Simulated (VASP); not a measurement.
# Be3H4Br2 (P-3m1) in VASP: further runs

Be3H4Br2 is run at these levels: PBE; tasks: relaxation of cell and atoms, single point.

Program: VASP 6.6.1. These are calculated values, not measurements. Logs are shortened: lines on timing, memory, paths and dates and some standing lists are left out, and cuts for length are marked.

## 1. The cell of the first run

The structure is trigonal, space group P-3m1 (No. 164). The conventional cell has a = 3.161 Å, b = 3.161 Å, c = 7.743 Å, α = 90.00°, β = 90.00°, γ = 120.00°. Be (site symmetry 3m) has 3 Br at 1.94 Å and 5 H at 1.94 Å within 2.6 Å. Be (site symmetry -3m) has 6 H at 1.94 Å and 2 Br at 1.94 Å within 2.6 Å. Within 2.6 Å of H (site symmetry 3m) lie 4 Be at 1.94 Å and 3 H at 2.24 Å and 3 Br at 2.24 Å. Within 2.6 Å of H (site symmetry 3m) lie 4 Be at 1.94 Å and 3 H at 2.24 Å and 3 Br at 2.24 Å. Within 2.6 Å of Br (site symmetry 3m) lie 4 Be at 1.94 Å and 6 H at 2.24 Å.

## 2. Relaxation of cell and atoms, PBE

Contents of INCAR:

```
SYSTEM = Be3H4Br2
  PREC = Accurate
  ENCUT = 600
  EDIFF = 1E-7
  ISMEAR = 0
  SIGMA = 0.1
  LREAL = .False.
  LASPH = .True.
  NELM = 120
  ALGO = Normal
  ISIF = 3
  LWAVE = .False.
  LCHARG = .False.
  GGA = PE
  IBRION = 2
  NSW = 90
  EDIFFG = -0.04
  GGA_COMPAT = .False.
  NELMIN = 4
```

Contents of KPOINTS:

```
regular mesh
0
Gamma
  6 6 2
  0 0 0
```

Contents of POSCAR:

```
Be3H4Br2
1.0
    3.1610573400      0.0000000000      0.0000000000
   -1.5805286700      2.7375559600      0.0000000000
    0.0000000000      0.0000000000      7.7429775300
Be H Br
3 4 2
Direct
    0.6666666700      0.3333333300      0.8333333300
    0.0000000000      0.0000000000      0.5000000000
    0.3333333300      0.6666666700      0.1666666700
    0.3333333300      0.6666666700      0.4166666700
    0.6666666700      0.3333333300      0.0833333300
    0.6666666700      0.3333333300      0.5833333300
    0.3333333300      0.6666666700      0.9166666700
    0.0000000000      0.0000000000      0.7500000000
    0.0000000000      0.0000000000      0.2500000000
```

Potentials or basis: VASP PAW PBE potentials, release 64 (Be, H, Br).

Started as:

```
> cat potpaw_PBE.64/Be/POTCAR potpaw_PBE.64/H/POTCAR potpaw_PBE.64/Br/POTCAR > POTCAR
> mpirun -np 1 vasp_std > vasp.out
```

OUTCAR:

```text
SYSTEM = Be3H4Br2
   PREC = Accurate
   ENCUT = 600
   EDIFF = 1E-7
   ISMEAR = 0
   LREAL = .False.
   LASPH = .True.
   NELM = 120
   ISIF = 3
   GGA = PE
   IBRION = 2
   NSW = 90
   EDIFFG = -0.04
   NELMIN = 4

 ion  position               nearest neighbor table
   1  0.667  0.333  0.833-   8 1.94   8 1.94   8 1.94
   2  0.000  0.000  0.500-   8 1.94   9 1.94
   3  0.333  0.667  0.167-   9 1.94   9 1.94   9 1.94
   4  0.333  0.667  0.417-
   5  0.667  0.333  0.083-
   6  0.667  0.333  0.583-
   7  0.333  0.667  0.917-
   8  0.000  0.000  0.750-   1 1.94   2 1.94   1 1.94   1 1.94
   9  0.000  0.000  0.250-   3 1.94   2 1.94   3 1.94   3 1.94

  LATTYP: Found a hexagonal cell.
 ALAT       =     3.1610573400
 C/A-ratio  =     2.4494897426

  Lattice vectors:

 A1 = (   3.1610573400,   0.0000000000,   0.0000000000)
 A2 = (  -1.5805286700,   2.7375559600,   0.0000000000)
 A3 = (   0.0000000000,   0.0000000000,   7.7429775300)

Analysis of symmetry for initial positions (statically):
=====================================================================
 Subroutine PRICEL returns:
 Original cell was already a primitive cell.

 Routine SETGRP: Setting up the symmetry group for a
 hexagonal supercell.

 Subroutine GETGRP returns: Found 12 space group operations
 (whereof 12 operations were pure point group operations)
 out of a pool of 24 trial point group operations.

The static configuration has the point symmetry D_3d.

Analysis of symmetry for dynamics (positions and initial velocities):
=====================================================================
 Subroutine PRICEL returns:
 Original cell was already a primitive cell.

 Routine SETGRP: Setting up the symmetry group for a
 hexagonal supercell.

 Subroutine GETGRP returns: Found 12 space group operations
 (whereof 12 operations were pure point group operations)
 out of a pool of 24 trial point group operations.

The dynamic configuration has the point symmetry D_3d.

 Subroutine INISYM returns: Found 12 space group operations
 (whereof 12 operations are pure point group operations),
 and found     1 'primitive' translations

----------------------------------------------------------------------------------------

                                     Primitive cell

  volume of cell :      67.0044

  direct lattice vectors                    reciprocal lattice vectors
     3.161057340  0.000000000  0.000000000     0.316349845  0.182644668  0.000000000
    -1.580528670  2.737555960  0.000000000     0.000000000  0.365289336  0.000000000
     0.000000000  0.000000000  7.742977530     0.000000000  0.000000000  0.129149283

  length of vectors
     3.161057340  3.161057341  7.742977530     0.365289336  0.365289336  0.129149283

  position of ions in fractional coordinates (direct lattice)
     0.666666670  0.333333330  0.833333330
     0.000000000  0.000000000  0.500000000
     0.333333330  0.666666670  0.166666670
     0.333333330  0.666666670  0.416666670
     0.666666670  0.333333330  0.083333330
     0.666666670  0.333333330  0.583333330
     0.333333330  0.666666670  0.916666670
     0.000000000  0.000000000  0.750000000
     0.000000000  0.000000000  0.250000000

  ion indices of the primitive-cell ions
   primitive index   ion index
                 1           1
                 2           2
                 3           3
                 4           4
                 5           5
                 6           6
                 7           7
                 8           8
                 9           9

----------------------------------------------------------------------------------------

 KPOINTS: regular mesh

Automatic generation of k-mesh.
 Grid dimensions read from file:
 generate k-points for:    6    6    2

 Generating k-lattice:

  Cartesian coordinates                     Fractional coordinates (reciprocal lattice)
     0.052724974  0.030440778  0.000000000     0.166666667  0.000000000  0.000000000
     0.000000000  0.060881556  0.000000000     0.000000000  0.166666667  0.000000000
[... 46 lines left out ...]
   IALGO  =     38    algorithm
   IMIX   =      4    mixing-type and parameters
     AMIX     =   0.40;   BMIX     =  1.00
     AMIX_MAG =   1.60;   BMIX_MAG =  1.00
  volume/ion in A,a.u.               =       7.44        50.24
  Fermi-wavevector in a.u.,A,eV,Ry     =   1.162637  2.197065 18.391331  1.351725
  Thomas-Fermi vector in A             =   2.299196
   LORBIT       =      0    0 simple, 1 ext, 2 COOP (PROOUT), +10 PAW based schemes
   GGA     = PE    functional components
   LHFCALC =     F    Hartree Fock is set to
   AEXX    =    0.0000 exact exchange contribution
   IVDW    =     0    specifies the selected vdW correction
   LEPSILON=     F    determine dielectric tensor
   LRPA    =     F    only Hartree local field effects (RPA)
 conjugate gradient relaxation of ions
 non-spin polarized calculation
 Gauss-broadening in eV      SIGMA  =   0.10
  energy-cutoff  :      600.00
  volume of cell :       67.00
 maximum number of plane-waves:      2252
 NGX is ok and might be reduce to    28
   NGX = 13   NGY = 13   NGZ = 31

--------------------------------------- Ionic step        1  -------------------------------------------

 number of electron      24.0000005 magnetization

 Free energy of the ion-electron system (eV)
  ---------------------------------------------------
  ext. energy  EPLUGINS =         0.00000000
  ---------------------------------------------------
  free energy    TOTEN  =       -16.95509126 eV

  energy without entropy =      -16.95083075  energy(sigma->0) =      -16.95296100

 E-fermi :   9.1431     XC(G=0): -10.9896

 val. band max:        8.8367731483   @ k =   0.1667   0.0000   0.5000
 cond. band min:       9.1660662562   @ k =   0.5000   0.0000   0.0000
 fundamental gap:      0.3292931080
 Fermi energy:         9.1430932225

 k-point     1 :       0.0000    0.0000    0.0000
  band No.  band energies     occupation
      1     -13.1340      2.00000
      2     -12.9376      2.00000
      3      -4.0162      2.00000
      4      -1.5779      2.00000
      5       1.5785      2.00000
      6       2.5901      2.00000
[... 9 lines left out ...]
     16      10.9954      0.00000
     17      10.9954      0.00000
[... 380 lines left out ...]
  FREE ENERGIE OF THE ION-ELECTRON SYSTEM (eV)
  ---------------------------------------------------
  free  energy   TOTEN  =       -23.7147898205 eV

  energy  without entropy=      -23.7127715079  energy(sigma->0) =      -23.71378066

[... ionic steps 4 to 27 ...]

--------------------------------------- Ionic step       28  -------------------------------------------

 number of electron      23.9999985 magnetization

------------------------ aborting loop because EDIFF is reached ----------------------------------------

  FORCE on cell =-STRESS in cart. coord.  units (eV):
  Direction    XX          YY          ZZ          XY          YZ          ZX
  --------------------------------------------------------------------------------------
  -------------------------------------------------------------------------------------
  Total       -0.0371528     -0.0371528      0.1008008      0.0000000      0.0000000      0.0000000
  in kB       -0.5293899     -0.5293899      1.4363086      0.0000000      0.0000000      0.0000000
  external PRESSURE =       0.1258429 kB  Pullay stress =       0.0000000 kB
[... 71 lines left out ...]
  energy  without entropy=      -26.2373197003  energy(sigma->0) =      -26.23872647

--------------------------------------- Ionic step       30  -------------------------------------------

 number of electron      23.9999989 magnetization

 Free energy of the ion-electron system (eV)
  ---------------------------------------------------
  ext. energy  EPLUGINS =         0.00000000
  ---------------------------------------------------
  free energy    TOTEN  =       -26.24162233 eV

  energy without entropy =      -26.23879263  energy(sigma->0) =      -26.24020748

 E-fermi :   3.1121     XC(G=0):  -8.6336

 val. band max:        3.0800935076   @ k =   0.3333   0.3333   0.0000
 cond. band min:       3.1442040137   @ k =   0.3333   0.3333   0.5000
 fundamental gap:      0.0641105061
 Fermi energy:         3.1121396442

 k-point     1 :       0.0000    0.0000    0.0000
  band No.  band energies     occupation
      1     -14.8355      2.00000
      2     -14.7579      2.00000
      3      -6.9199      2.00000
      4      -4.5762      2.00000
      5      -3.4256      2.00000
      6      -1.2925      2.00000
[... 9 lines left out ...]
     16       7.5555      0.00000
     17       8.4374      0.00000
[... 294 lines left out ...]
  FREE ENERGIE OF THE ION-ELECTRON SYSTEM (eV)
  ---------------------------------------------------
  free  energy   TOTEN  =       -26.2416223303 eV

  energy  without entropy=      -26.2387926313  energy(sigma->0) =      -26.24020748

 reached required accuracy - stopping structural energy minimisation
```

It took 4.5 min on 1 thread of Intel Xeon 6975P-C (Granite Rapids), shared host; peak memory 0.23 GiB.

What came out:

```
Free energy                           : -26.2416 eV
Relaxed volume                        : 12.56 Å³/atom
Relaxed cell                          : a = 3.289 Å, b = 3.289 Å, c = 12.073 Å, α = 90.00°, β = 90.00°, γ = 120.00°
Space group after relaxing (to 0.1 Å) : P-3m1 (No. 164)
Energy gained by relaxing             : 1031.8 meV/atom
Ionic steps                           : 30
Pressure after relaxing               : -0.1 GPa
Largest force after relaxing          : 0.039 eV/Å
Band gap on the k mesh                : zero (bands 12 and 13 overlap by 0.42 eV)
```

Forces in eV/Å, atoms in the order of the input:
```
Be   0.000  0.000  0.036
Be   0.000  0.000  0.000
Be   0.000  0.000 -0.036
H    0.000  0.000 -0.008
H    0.000  0.000  0.033
H    0.000  0.000  0.008
H    0.000  0.000 -0.033
Br   0.000  0.000  0.039
Br   0.000  0.000 -0.039
```

Stress tensor (GPa, compression positive):
```
-0.16  0.00  0.00
 0.00 -0.16  0.00
 0.00  0.00 -0.01
```

Step by step:
| step | energy change (eV) | largest force (eV/Å) | pressure (GPa) | volume (Å³) |
| --- | --- | --- | --- | --- |
| 1 | 0.0000 | 4.9160 | 60.63 | 67.00 |
| 2 | -6.5928 | 1.9889 | -0.54 | 98.18 |
| 3 | -6.7597 | 1.7427 | -6.21 | 108.84 |
| 4 | -6.7628 | 1.7546 | -5.06 | 106.08 |
| 5 | -7.6176 | 1.2372 | -3.52 | 103.37 |
| 6 | -7.8948 | 1.5271 | 0.23 | 100.50 |
| 7 | -7.9301 | 0.8769 | -1.34 | 101.46 |
| 8 | -7.9371 | 0.8624 | -0.94 | 101.20 |
| 9 | -8.2730 | 0.4645 | 0.12 | 99.05 |
| 10 | -8.4554 | 0.6694 | 3.76 | 95.68 |
| 11 | -8.7355 | 0.5119 | 1.99 | 99.26 |
| 12 | -8.8430 | 0.6089 | -0.09 | 105.62 |
| 13 | -8.8728 | 0.4602 | 0.41 | 103.76 |
| 14 | -8.9246 | 0.5493 | -0.77 | 105.41 |
| 15 | -8.9268 | 0.6507 | -1.03 | 105.81 |
| 16 | -8.9673 | 0.5341 | -1.08 | 105.91 |
| 17 | -9.0770 | 0.4367 | -1.05 | 106.16 |
| 18 | -9.1136 | 0.6013 | -0.50 | 106.46 |
| 19 | -9.1365 | 0.4507 | -0.77 | 106.37 |
| 20 | -9.1894 | 0.3426 | 0.52 | 105.40 |
| 21 | -9.2074 | 0.2850 | 1.84 | 104.48 |
| 22 | -9.2489 | 0.2269 | 0.96 | 106.94 |
| 23 | -9.2682 | 0.1609 | -0.09 | 110.30 |
| 24 | -9.2743 | 0.1342 | 0.18 | 110.55 |
| 25 | -9.2744 | 0.1399 | 0.22 | 110.59 |
| 26 | -9.2792 | 0.0994 | 0.25 | 111.02 |
| 27 | -9.2819 | 0.1204 | 0.30 | 111.65 |
| 28 | -9.2845 | 0.0656 | 0.01 | 112.44 |
| 29 | -9.2850 | 0.0635 | -0.20 | 113.05 |
| 30 | -9.2865 | 0.0385 | -0.11 | 113.08 |

Final structure:
```
CELL_PARAMETERS angstrom
3.28869 0.00000 0.00000
-1.64435 2.84809 0.00000
0.00000 0.00000 12.07279
ATOMIC_POSITIONS crystal
Be 0.66667 0.33333 0.91777
Be 0.00000 0.00000 0.50000
Be 0.33333 0.66667 0.08223
H 0.33333 0.66667 0.44726
H 0.66667 0.33333 0.03359
H 0.66667 0.33333 0.55274
H 0.33333 0.66667 0.96641
Br 0.00000 0.00000 0.80977
Br 0.00000 0.00000 0.19023
```

Caveat: the k points lie up to 0.37 Å⁻¹ apart in the final cell; the volume moved by over 15 % at a fixed basis, so the end points are rough.

## 3. Single point, PBE

This run uses another cell than the first one, of 10.52 Å³/atom.

Contents of INCAR:

```
SYSTEM = Be3H4Br2
ALGO     = Normal         ! electronic algorithm
EDIFF    = 1E-6           ! SCF threshold, eV
ENCUT    = 600            ! plane-wave cutoff, eV
GGA      = PE             ! functional
GGA_COMPAT= .FALSE.      
ISIF     = 2              ! what is computed and relaxed
ISMEAR   = 0              ! smearing method
LASPH    = .TRUE.         ! aspherical terms in the spheres
LCHARG   = .TRUE.         ! write CHGCAR
LELF     = .TRUE.         ! ELF
LREAL    = .FALSE.        ! projectors in reciprocal space
LVHAR    = .TRUE.       
LWAVE    = .FALSE.        ! write WAVECAR
NBANDS   = 22             ! bands
NELM     = 120            ! most SCF steps
PREC     = Accurate       ! precision mode
SIGMA    = 0.1            ! smearing width, eV
```

Contents of KPOINTS:

```
k-points
0
G
  12 12 4
  0 0 0
```

Contents of POSCAR:

```
Be3H4Br2
1.0
    3.3539474332      0.0000000000      0.0000000000
   -1.6769737166      2.9046036801      0.0000000000
    0.0000000000      0.0000000000      9.7167597545
Be H Br
3 4 2
Direct
    0.6666666667      0.3333333333      0.9078663002
    0.0000000000      0.0000000000      0.5000000000
    0.3333333333      0.6666666667      0.0921336998
    0.3333333333      0.6666666667      0.5036581961
    0.6666666667      0.3333333333      0.0521706727
    0.6666666667      0.3333333333      0.4963418039
    0.3333333333      0.6666666667      0.9478293273
    0.0000000000      0.0000000000      0.7583103297
    0.0000000000      0.0000000000      0.2416896703
```

Potentials or basis: VASP PAW PBE potentials, release 64 (Be, H, Br).

Started as:

```
> cat potpaw_PBE.64/Be/POTCAR potpaw_PBE.64/H/POTCAR potpaw_PBE.64/Br/POTCAR > POTCAR
> mpirun -np 1 vasp_std > vasp.out
```

Run time: 77 s. Hardware: 1 thread of Intel Xeon 6975P-C (Granite Rapids), shared host; peak memory 0.34 GiB.

It converged, with:

```
Free energy            : -25.9284 eV
Pressure               : 0.1 GPa
Largest force          : 0.017 eV/Å
Band gap on the k mesh : zero (bands 12 and 13 overlap by 3.25 eV)
```

Forces on the atoms (eV/Å):
```
Be   0.000  0.000 -0.006
Be   0.000  0.000  0.000
Be   0.000  0.000  0.006
H    0.000  0.000 -0.001
H    0.000  0.000  0.017
H    0.000  0.000  0.001
H    0.000  0.000 -0.017
Br   0.000  0.000 -0.002
Br   0.000  0.000  0.002
```

Levels at points of the mesh, in eV from the Fermi level:
```csv
k point,band 10,band 11,band 12,band 13,band 14,band 15
"(0.00, 0.00, 0.00)",-3.67,-2.16,2.02,2.48,2.56,2.56
"(0.50, 0.00, 0.00)",-5.09,-4.90,-2.85,0.74,1.32,1.32
"(0.00, 0.00, 0.50)",-3.69,-1.52,1.75,2.54,2.54,2.60
"(0.50, 0.00, 0.50)",-4.93,-4.59,-3.13,1.07,1.37,1.54
```

## 4. Relaxation of cell and atoms, PBE

This run uses another cell than the first one, of 10.47 Å³/atom.

Contents of INCAR:

```
SYSTEM = Be3H4Br2
PREC = Accurate
ENCUT = 600
EDIFF = 1E-7
ISMEAR = 0
SIGMA = 0.1
LREAL = .FALSE.
LASPH = .TRUE.
NELM = 120
ALGO = Normal
ISIF = 3
LWAVE = .FALSE.
LCHARG = .FALSE.
GGA = PE
IBRION = 2
NSW = 100
EDIFFG = -0.01
GGA_COMPAT = .FALSE.
NELMIN = 4
```

Contents of KPOINTS:

```
Automatic mesh
0
G
  12 12 4
  0 0 0
```

Contents of POSCAR:

```
Be3H4Br2
1.0
    3.3494544411      0.0000000000      0.0000000000
   -1.6747272206      2.9007126348      0.0000000000
    0.0000000000      0.0000000000      9.7007026515
Be H Br
3 4 2
Direct
    0.6666666667      0.3333333333      0.9084667118
    0.0000000000      0.0000000000      0.5000000000
    0.3333333333      0.6666666667      0.0915332882
    0.3333333333      0.6666666667      0.5027681762
    0.6666666667      0.3333333333      0.0531542202
    0.6666666667      0.3333333333      0.4972318238
    0.3333333333      0.6666666667      0.9468457798
    0.0000000000      0.0000000000      0.7572104951
    0.0000000000      0.0000000000      0.2427895049
```

Started as:

```
> cat potpaw_PBE.64/Be/POTCAR potpaw_PBE.64/H/POTCAR potpaw_PBE.64/Br/POTCAR > POTCAR
> mpirun -np 1 vasp_std > vasp.out
```

Wall time 3.8 min (1 thread of Intel Xeon 6975P-C (Granite Rapids), shared host); peak memory 0.34 GiB.

Results (log left out):

```
Free energy                           : -25.9283 eV
Relaxed volume                        : 10.51 Å³/atom
Relaxed cell                          : a = 3.353 Å, b = 3.353 Å, c = 9.719 Å, α = 90.00°, β = 90.00°, γ = 120.00°
Space group after relaxing (to 0.1 Å) : P-3m1 (No. 164)
Energy gained by relaxing             : 0.0 meV/atom
Ionic steps                           : 6
Pressure after relaxing               : 0.0 GPa
Largest force after relaxing          : 0.007 eV/Å
Band gap on the k mesh                : zero (bands 12 and 13 overlap by 3.28 eV)
```

Forces on the atoms (eV/Å):
```
Be   0.000  0.000 -0.004
Be   0.000  0.000  0.000
Be   0.000  0.000  0.004
H    0.000  0.000  0.004
H    0.000  0.000  0.007
H    0.000  0.000 -0.004
H    0.000  0.000 -0.007
Br   0.000  0.000  0.006
Br   0.000  0.000 -0.006
```

Step by step:
```tsv
step	energy change (eV)	largest force (eV/Å)	pressure (GPa)	volume (Å³)
1	0.0000	0.0273	0.12	94.25
2	-0.0001	0.0179	0.04	94.35
3	-0.0001	0.0285	-0.01	94.42
4	-0.0002	0.0209	-0.03	94.49
5	-0.0004	0.0174	-0.09	94.69
6	-0.0004	0.0074	0.02	94.60
```

Final structure:
```yaml
crystal:
  lattice:
    - [3.35261, 0.00000, 0.00000]
    - [-1.67631, 2.90345, 0.00000]
    - [0.00000, 0.00000, 9.71858]
  atoms:
    - { symbol: Be, position: [0.66667, 0.33333, 0.90802] }
    - { symbol: Be, position: [0.00000, 0.00000, 0.50000] }
    - { symbol: Be, position: [0.33333, 0.66667, 0.09198] }
    - { symbol: H, position: [0.33333, 0.66667, 0.50328] }
    - { symbol: H, position: [0.66667, 0.33333, 0.05245] }
    - { symbol: H, position: [0.66667, 0.33333, 0.49672] }
    - { symbol: H, position: [0.33333, 0.66667, 0.94755] }
    - { symbol: Br, position: [0.00000, 0.00000, 0.75796] }
    - { symbol: Br, position: [0.00000, 0.00000, 0.24204] }
```

Levels at points of the mesh, in eV from the Fermi level:
```
           k point  band 9  band 10  band 11  band 12  band 13  band 14  band 15  band 16
(0.00, 0.00, 0.00)   -3.64    -3.64    -2.16     2.06     2.51     2.58     2.58     2.66
(0.50, 0.00, 0.00)   -5.16    -5.06    -4.87    -2.84     0.73     1.33     1.33     1.89
(0.00, 0.00, 0.50)   -3.66    -3.66    -1.51     1.78     2.56     2.56     2.61     3.15
(0.50, 0.00, 0.50)   -5.04    -4.90    -4.58    -3.12     1.06     1.38     1.54     2.19
```

## 5. Overview

| task | cell | k mesh | gap on the mesh (eV) | pressure (GPa) | relaxed volume (Å³/atom) | largest force (eV/Å) |
| --- | --- | --- | --- | --- | --- | --- |
| relaxation of cell and atoms | relaxed from a = 3.161, b = 3.161, c = 7.743 Å, angles 90.0, 90.0, 120.0°, 9 atoms, atomic positions A | 6 × 6 × 2 | none | -0.1 | 12.56 | 0.04 |
| single point | a = 3.354, b = 3.354, c = 9.717 Å, angles 90.0, 90.0, 120.0°, 9 atoms, atomic positions B | 12 × 12 × 4 | none | 0.1 | - | 0.02 |
| relaxation of cell and atoms | relaxed from a = 3.349, b = 3.349, c = 9.701 Å, angles 90.0, 90.0, 120.0°, 9 atoms, atomic positions C | 12 × 12 × 4 | none | 0.0 | 10.51 | 0.01 |

Alike in all rows: level PBE; potentials or basis VASP PAW PBE potentials, release 64 (Be, H, Br); no spin polarisation; cutoff (eV) 600; smearing gaussian 0.1 eV.

Caveats: some runs use coarse meshes; the volume moved by over 15 % at a fixed basis, so the end points are rough (at least some runs).

Absolute energies hang on the potentials; compare differences alone.
